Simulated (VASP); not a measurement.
Crystal: TiO2 (Anatase).

```xyz
6
Lattice="-1.8921 1.8921 4.7573 1.8921 -1.8921 4.7573 1.8921 1.8921 -4.7573" Properties=species:S:1:pos:R:3 pbc="T T T"
Ti    0.0000    0.0000    0.0000
Ti    0.0000    1.8921    2.3786
O     0.0000    0.0000    1.9800
O     0.0000    1.8921    4.3586
O     0.0000    1.8921    0.3987
O     0.0000    0.0000    7.5346
```

```yaml
Program: VASP 6.6.1
Task: relaxation of cell and atoms
Functional: PBE
Potentials_or_basis: VASP PAW PBE potentials, release 64 (Ti_sv, O)
Cutoff: 600 eV
k_mesh: 10 × 10 × 10
Occupations: gaussian, width 0.02 eV
Spin: no spin polarisation
```

At the start: pressure 5.6 GPa; volume 11.35 Å³/atom.

Q: How do energy, volume and symmetry change on relaxing?

A: Over 11 steps the energy falls by 5.7 meV/atom and the volume is 11.69 Å³/atom (+3.0 %); space group I4_1/amd (No. 141, to 0.05 Å).

Step by step:
```tsv
step	energy change (eV)	largest force (eV/Å)	pressure (GPa)	volume (Å³)
1	0.0000	0.1231	5.64	68.13
2	0.0178	0.3182	-6.24	72.14
3	-0.0307	0.0869	0.03	69.86
4	-0.0307	0.0830	0.14	69.83
5	-0.0317	0.0438	0.08	69.91
6	-0.0323	0.0127	-0.01	70.03
7	-0.0330	0.0080	-0.07	70.08
8	-0.0341	0.0044	-0.28	70.22
9	-0.0341	0.0071	-0.32	70.26
10	-0.0341	0.0082	0.25	70.08
11	-0.0342	0.0016	0.02	70.15
```

Final structure:
```
CELL_PARAMETERS angstrom
-1.90092 1.90092 4.85365
1.90092 -1.90092 4.85365
1.90092 1.90092 -4.85365
ATOMIC_POSITIONS crystal
Ti 0.00000 0.00000 0.00000
Ti 0.75000 0.25000 0.50000
O 0.20649 0.20649 0.00000
O 0.95649 0.45649 0.50000
O 0.54351 0.04351 0.50000
O 0.79351 0.79351 0.00000
```
